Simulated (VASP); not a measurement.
Set up this calculation in VASP 6.6.1, as the native input.

```yaml
Task: single point
Functional: PBE
Potentials_or_basis: VASP PAW PBE potentials, release 64 (Rb_sv)
Cutoff: 520 eV
k_mesh: 14 × 14 × 8
Occupations: gaussian, width 0.1 eV
Spin: no spin polarisation
Dipole_correction: no
Further_INCAR_settings: ALGO = Fast; EDIFF = 1e-06; NBANDS = 16
```

The structure of Rb lies in POSCAR:

```
Rb
1.0
    1.6106880932     -2.7928941174      0.0000000000
    1.6106880932      2.7928941174      0.0000000000
    0.0000000000      0.0000000000      5.3840505991
Rb
2
Direct
    0.8333212287      0.1666787713      0.7500000000
    0.1666787713      0.8333212287      0.2500000000
```

This isn't the form of Rb at room conditions, which is bcc.

The input as run:

INCAR

```
SYSTEM = Rb
  PREC = Accurate
  ENCUT = 520
  EDIFF = 1E-6
  ISMEAR = 0
  SIGMA = 0.1
  LREAL = .FALSE.
  LASPH = .TRUE.
  NELM = 60
  ALGO = Fast
  ISIF = 2
  LWAVE = .FALSE.
  LCHARG = .TRUE.
  GGA = PE
  LELF = .TRUE.
  LVHAR = .TRUE.
  NBANDS = 16
```

KPOINTS

```
regular mesh
0
G
  14 14 8
  0 0 0
```

Potentials or basis: VASP PAW PBE potentials, release 64 (Rb_sv).

Command:

```sh
$ cat potpaw_PBE.64/Rb_sv/POTCAR > POTCAR
$ mpirun -np 1 vasp_std > vasp.out
```

It gave:

- Pressure: 25.5 GPa
- Band gap on the k mesh: zero (bands 9 and 10 overlap by 1.59 eV)

Caveat: the cell stands under pressure.

Run time: 2.6 min on 1 thread of Intel(R) Xeon(R) Platinum 8259CL CPU @ 2.50GHz (Skylake/Cascade Lake) (shared host), peak memory 0.28 GiB.
